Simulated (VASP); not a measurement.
# TiC (Fm-3m) in VASP: a series of runs, part 2 of 2

VASP 6.6.1.

## (4) Single point, PBEsol

This run uses another cell than the first one, of 9.82 Å³/atom, 0.993 times its volume.

INCAR

```
SYSTEM = TiC
ALGO = Normal ; EDIFF = 1E-6
ENCUT = 600 ; GGA = PS
GGA_COMPAT = .FALSE. ; ISIF = 2
ISMEAR = -1 ; LASPH = .TRUE.
LCHARG = .FALSE. ; LREAL = .FALSE.
LWAVE = .FALSE. ; NBANDS = 15
NELM = 120 ; PREC = Accurate
SIGMA = 0.05
```

KPOINTS

```
k-points
0
G
  18 18 18
  0 0 0
```

POSCAR

```
TiC
1.0
    0.0000000000      2.1414092036      2.1414092036
    2.1414092036      0.0000000000      2.1414092036
    2.1414092036      2.1414092036      0.0000000000
Ti C
1 1
Direct
    0.0000000000      0.0000000000      0.0000000000
    0.5000000000      0.5000000000      0.5000000000
```

Potentials or basis: VASP PAW PBE potentials, release 64 (Ti_sv, C).

On the command line:

```console
$ cat potpaw_PBE.64/Ti_sv/POTCAR potpaw_PBE.64/C/POTCAR > POTCAR
$ mpirun -np 1 vasp_std > vasp.out
```

OUTCAR:

```text
SYSTEM = TiC
   EDIFF = 1E-6
   ENCUT = 600
   GGA = PS
   ISIF = 2
   ISMEAR = -1
   LASPH = .TRUE.
   LREAL = .FALSE.
   NELM = 120
   PREC = Accurate

 ion  position               nearest neighbor table
   1  0.000  0.000  0.000-   2 2.14   2 2.14   2 2.14   2 2.14   2 2.14   2 2.14
   2  0.500  0.500  0.500-   1 2.14   1 2.14   1 2.14   1 2.14   1 2.14   1 2.14

  LATTYP: Found a face centered cubic cell.
 ALAT       =     4.2828184072

  Lattice vectors:

 A1 = (   0.0000000000,   2.1414092036,   2.1414092036)
 A2 = (   2.1414092036,   0.0000000000,   2.1414092036)
[... 609 lines left out ...]
     12      15.0946      0.00000
     13      16.1751      0.00000
     14      21.3436      0.00000
     15      24.2426      0.00000

 [... further k-points ...]
[... 5 lines left out ...]
  --------------------------------------------------------------------------------------
  -------------------------------------------------------------------------------------
  Total        0.2649706      0.2649706      0.2649706     -0.0000000     -0.0000000      0.0000000
  in kB       21.6161991     21.6161991     21.6161991     -0.0000000     -0.0000000      0.0000000
  external PRESSURE =      21.6161991 kB  Pullay stress =       0.0000000 kB

 VOLUME and BASIS-vectors are now :
 -----------------------------------------------------------------------------
  energy-cutoff  :      600.00
  volume of cell :       19.64
      direct lattice vectors                 reciprocal lattice vectors
     0.000000000  2.141409204  2.141409204    -0.233491104  0.233491104  0.233491104
     2.141409204  0.000000000  2.141409204     0.233491104 -0.233491104  0.233491104
     2.141409204  2.141409204  0.000000000     0.233491104  0.233491104 -0.233491104

 POSITION                                       TOTAL-FORCE (eV/Angst)
 -----------------------------------------------------------------------------------
      0.00000      0.00000      0.00000         0.000000      0.000000      0.000000
      2.14141      2.14141      2.14141         0.000000      0.000000      0.000000
 -----------------------------------------------------------------------------------
    total drift:                                0.000000     -0.000000     -0.000000

  FREE ENERGIE OF THE ION-ELECTRON SYSTEM (eV)
  ---------------------------------------------------
  free  energy   TOTEN  =       -19.8024754074 eV

  energy  without entropy=      -19.7999683033  energy(sigma->0) =      -19.80122186
```

stdout:

```text
POSCAR found type information on POSCAR TiC
 POSCAR found :  2 types and       2 ions
 scaLAPACK will be used
 -----------------------------------------------------------------------------
|                                                                             |
|                                                                             |
|     You enforced a specific xc type in the INCAR file but a different       |
|     I HOPE YOU KNOW WHAT YOU ARE DOING!                                     |
|                                                                             |
 -----------------------------------------------------------------------------

 LDA part: xc-table for (Slater+PW92), standard interpolation
 POSCAR, INCAR and KPOINTS ok, starting setup
 FFT: planning ... GRIDC
 FFT: planning ... GRID_SOFT
 FFT: planning ... GRID
 WAVECAR not read
 entering main loop
```

Run time: 30 s. Hardware: 1 thread of Intel Xeon 6975P-C, shared host; peak memory 0.19 GiB.

Results:

```yaml
Free_energy: -19.8025 eV
Pressure: 2.2 GPa
Band_gap_on_the_k_mesh: zero (band 8 reaches 10.38 eV, above the bottom of band 9 at 9.29 eV)
```

Levels at points of the mesh, in eV from the Fermi level:
| k point | band 5 | band 6 | band 7 | band 8 | band 9 | band 10 | band 11 | band 12 |
| --- | --- | --- | --- | --- | --- | --- | --- | --- |
| (0.00, 0.00, 0.00) | -12.52 | 0.67 | 0.67 | 0.67 | 1.75 | 1.75 | 1.75 | 1.80 |
| (0.50, 0.00, 0.00) | -8.84 | -6.03 | -3.01 | -3.01 | 3.05 | 3.05 | 4.30 | 8.35 |
| (0.50, 0.50, 0.00) | -10.20 | -3.46 | -1.78 | 0.01 | 0.01 | 2.86 | 3.69 | 3.69 |

Caveat: the PAW data sets were made with another functional, which shifts forces and pressure a little.

## (5) Relaxation of cell and atoms, PBEsol, target pressure 1 GPa, at which the enthalpy is minimised

INCAR

```
SYSTEM = TiC
  PREC = Accurate
  ENCUT = 600
  EDIFF = 1E-7
  ISMEAR = -1
  SIGMA = 0.05
  LREAL = .False.
  LASPH = .True.
  NELM = 120
  ALGO = Normal
  ISIF = 3
  LWAVE = .False.
  LCHARG = .False.
  GGA = PS
  IBRION = 2
  NSW = 100
  EDIFFG = -0.002
  PSTRESS = 10.0
  GGA_COMPAT = .False.
  NELMIN = 4
```

KPOINTS

```
Automatic mesh
0
Gamma
  18 18 18
  0 0 0
```

POSCAR

```
TiC
1.0
    0.0000000000      2.1467070539      2.1467070539
    2.1467070539      0.0000000000      2.1467070539
    2.1467070539      2.1467070539      0.0000000000
Ti C
1 1
Direct
    0.0000000000      0.0000000000      0.0000000000
    0.5000000000      0.5000000000      0.5000000000
```

On the command line:

```console
$ cat potpaw_PBE.64/Ti_sv/POTCAR potpaw_PBE.64/C/POTCAR > POTCAR
$ mpirun -np 1 vasp_std > vasp.out
```

It took 75 s on 1 thread of Intel Xeon 6975P-C, shared host; peak memory 0.19 GiB.

The run converged. Its results:

| Quantity | Value |
| --- | --- |
| Free energy | -19.8035 eV |
| Relaxed volume | 9.86 Å³/atom |
| Relaxed cell | a = 3.033 Å, b = 3.033 Å, c = 3.033 Å, α = 60.00°, β = 60.00°, γ = 60.00° |
| Space group after relaxing (to 0.05 Å) | Fm-3m (No. 225) |
| Energy change on relaxing (the enthalpy is what falls) | +0.1 meV/atom |
| Ionic steps | 3 |
| Pressure after relaxing | 1.0 GPa |
| Band gap on the k mesh | zero (band 8 reaches 10.33 eV, above the bottom of band 9 at 9.24 eV) |

Step by step:
| step | energy change (eV) | largest force (eV/Å) | pressure (GPa) | volume (Å³) |
| --- | --- | --- | --- | --- |
| 1 | 0.0000 | 0.0000 | 0.14 | 19.79 |
| 2 | 0.0011 | 0.0000 | 2.22 | 19.63 |
| 3 | 0.0002 | 0.0000 | 1.01 | 19.72 |

Final structure:
```cif
data_structure
_symmetry_space_group_name_H-M 'P 1'
_symmetry_Int_Tables_number 1
_cell_length_a 3.0327
_cell_length_b 3.0327
_cell_length_c 3.0327
_cell_angle_alpha 60.000
_cell_angle_beta 60.000
_cell_angle_gamma 60.000
_cell_volume 19.72
loop_
_atom_site_label
_atom_site_type_symbol
_atom_site_fract_x
_atom_site_fract_y
_atom_site_fract_z
_atom_site_occupancy
Ti1 Ti 0.00000 0.00000 0.00000 1
C1 C 0.50000 0.50000 0.50000 1
```

Levels at points of the mesh, in eV from the Fermi level:
| k point | band 5 | band 6 | band 7 | band 8 | band 9 | band 10 | band 11 | band 12 |
| --- | --- | --- | --- | --- | --- | --- | --- | --- |
| (0.00, 0.00, 0.00) | -12.51 | 0.67 | 0.67 | 0.67 | 1.74 | 1.74 | 1.74 | 1.79 |
| (0.50, 0.00, 0.00) | -8.84 | -6.01 | -2.99 | -2.99 | 3.04 | 3.04 | 4.28 | 8.32 |
| (0.50, 0.50, 0.00) | -10.18 | -3.46 | -1.76 | 0.00 | 0.00 | 2.85 | 3.67 | 3.67 |

Caveat: the cell is relaxed towards a set pressure, so the enthalpy falls and the energy may rise; the PAW data sets were made with another functional, which shifts forces and pressure a little.

## (6) Summary

```tsv
task	cell	gap on the mesh (eV)	pressure (GPa)
single point	a = 3.036 Å, angles 60.0°, 2 atoms	none	0.2
single point	a = 3.032 Å, angles 60.0°, 2 atoms	none	1.2
single point	a = 3.028 Å, angles 60.0°, 2 atoms	none	2.2
relaxation of cell and atoms	relaxed to 1 GPa from a = 3.036 Å, angles 60.0°, 2 atoms	none	1.0
```

Alike in all rows: level PBEsol; potentials or basis VASP PAW PBE potentials, release 64 (Ti_sv, C); no spin polarisation; k mesh 18 × 18 × 18; cutoff (eV) 600; smearing fermi-dirac 0.05 eV.

Caveats: the PAW data sets were made with another functional, which shifts forces and pressure a little; the cell is relaxed towards a set pressure, so the enthalpy falls and the energy may rise (some runs).

Absolute energies hang on the potentials; compare differences alone.
